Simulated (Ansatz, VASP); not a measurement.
## TaAs: VASP beside Ansatz

Contents of INCAR:

```
ALGO = Normal
EDIFF = 1E-6
ENCUT = 520
GGA = PE
ISIF = 2
ISMEAR = -1
LASPH = True
LCHARG = False
LREAL = False
LWAVE = False
NBANDS = 24
NELM = 80
PREC = Accurate
SIGMA = 0.05
```

Contents of KPOINTS:

```
k-points
0
Gamma
  6 6 6
```

File POSCAR:

```
TaAs
1.0
   -1.7218133622      1.7218133622      5.8679415361
    1.7218133622     -1.7218133622      5.8679415361
    1.7218133622      1.7218133622     -5.8679415361
Ta As
2 2
Direct
    0.4999673000      0.4999673000      0.0000000000
    0.2499673000      0.7499673000      0.5000000000
    0.0826321200      0.0826321200      0.0000000000
    0.8326321200      0.3326321200      0.5000000000
```

Contents of input.yaml:

```yaml
crystal:
  lattice:
    - [-1.7218133622, 1.7218133622, 5.8679415361]
    - [1.7218133622, -1.7218133622, 5.8679415361]
    - [1.7218133622, 1.7218133622, -5.8679415361]
  atoms:
    - { symbol: Ta, position: [0.4999673, 0.4999673, 0.0] }
    - { symbol: Ta, position: [0.2499673, 0.7499673, 0.5] }
    - { symbol: As, position: [0.08263212, 0.08263212, 0.0] }
    - { symbol: As, position: [0.83263212, 0.33263212, 0.5] }
hamiltonian:
  xc: pbe
  pseudopotentials: { kind: paw }
kpoints:
  mp_grid: { grid: [6, 6, 6] }
scf:
  occupations: { method: fermi_dirac, width: 0.05 }
output:
  forces: true
  stress: true
  eigenvalues: true
```

Alike in both runs: task single point; functional PBE; k mesh 6 × 6 × 6; occupations fermi-dirac, width 0.05 eV; no spin polarisation.

|  | VASP | Ansatz |
| --- | --- | --- |
| version | VASP 6.6.1 | Ansatz 0.2.0 |
| potentials or method | VASP PAW PBE potentials, release 64 (Ta_pv, As) | Ansatz PAW |
| plane-wave cutoff (eV) | 520 | 420 |
| valence electrons in the cell | 32 | 56 |

Ansatz gave:

| Property | Result |
| --- | --- |
| gap on the k mesh at the Fermi level (eV) | 0.11 |
| least direct gap on the mesh (eV) | 0.21 |
| pressure (GPa) | 2.3 |
| traceless stress, the component that is largest in VASP (GPa) | -0.34 |
| rms of the force components (eV/Å) | 0.019 |

Task: Estimate VASP's values.

Result: gap on the k mesh at the Fermi level (eV): 0.11; least direct gap on the mesh (eV): 0.20; pressure (GPa): 2.7; traceless stress, the component that is largest in VASP (GPa): -0.40; rms of the force components (eV/Å): 0.020.

Atom by atom the forces differ by 0.001 eV/Å (rms over components). With one functional, cell and mesh, what is left measures potentials, basis and numerics. VASP's potentials hold 32 valence electrons a cell and Ansatz's 56, so a difference there can come from the potentials and not from the codes.

The k mesh is coarse, so the values compare programs but aren't converged. Neither program's run includes spin-orbit coupling.
